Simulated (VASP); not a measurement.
Write the native input for VASP 6.6.1 that does the following.

```yaml
Task: single point
Functional: r2SCAN
Potentials_or_basis: VASP PAW PBE potentials, release 64 (Cs_sv, H)
Cutoff: 520 eV
k_mesh: 8 × 8 × 8
Occupations: gaussian, width 0.05 eV
Spin: no spin polarisation
Dipole_correction: no
Further_INCAR_settings: ALGO = Normal; EDIFF = 1e-07; NBANDS = 12
```

Crystal: CsH.

```
Cs H
1.0
     0.00000    3.18800    3.18800
     3.18800    0.00000    3.18800
     3.18800    3.18800    0.00000
Cs H
1 1
Direct
  0.00000 0.00000 0.00000
  0.50000 0.50000 0.50000
```

One way to write it, as run:

POSCAR

```
CsH
1.0
    0.0000000000      3.1880000000      3.1880000000
    3.1880000000      0.0000000000      3.1880000000
    3.1880000000      3.1880000000      0.0000000000
Cs H
1 1
Direct
    0.0000000000      0.0000000000      0.0000000000
    0.5000000000      0.5000000000      0.5000000000
```

INCAR.step1

```
PREC = Accurate
ENCUT = 520
ISMEAR = 0
SIGMA = 0.05
LREAL = F
LASPH = T
NELM = 100
NBANDS = 12
GGA = PE
ALGO = Normal
EDIFF = 1E-4
LWAVE = T
LCHARG = F
```

INCAR.step2

```
PREC = Accurate
ENCUT = 520
EDIFF = 1E-7
ISMEAR = 0
SIGMA = 0.05
LREAL = F
LASPH = T
NELM = 100
ALGO = Normal
ISIF = 2
LWAVE = F
LCHARG = F
METAGGA = R2SCAN
LMIXTAU = T
NBANDS = 12
ISTART = 1
```

KPOINTS

```
Automatic mesh
0
Gamma
  8 8 8
```

Potentials or basis: VASP PAW PBE potentials, release 64 (Cs_sv, H).

Run with:

```console
$ cat potpaw_PBE.64/Cs_sv/POTCAR potpaw_PBE.64/H/POTCAR > POTCAR
$ cp INCAR.step1 INCAR
$ mpirun -np 1 vasp_std > vasp.out
$ cp INCAR.step2 INCAR
$ mpirun -np 1 vasp_std > vasp.out
```

Results of the run:

```
Pressure               : 0.0 GPa
Band gap on the k mesh : 2.66 eV, direct
```

Caveat: the PAW data sets were made with another functional, which shifts forces and pressure a little; spin-orbit coupling is left out, which moves the levels of the heavy elements.

Run time: 3.2 min on 1 thread of Intel Xeon 6975P-C (shared host), peak memory 0.22 GiB.
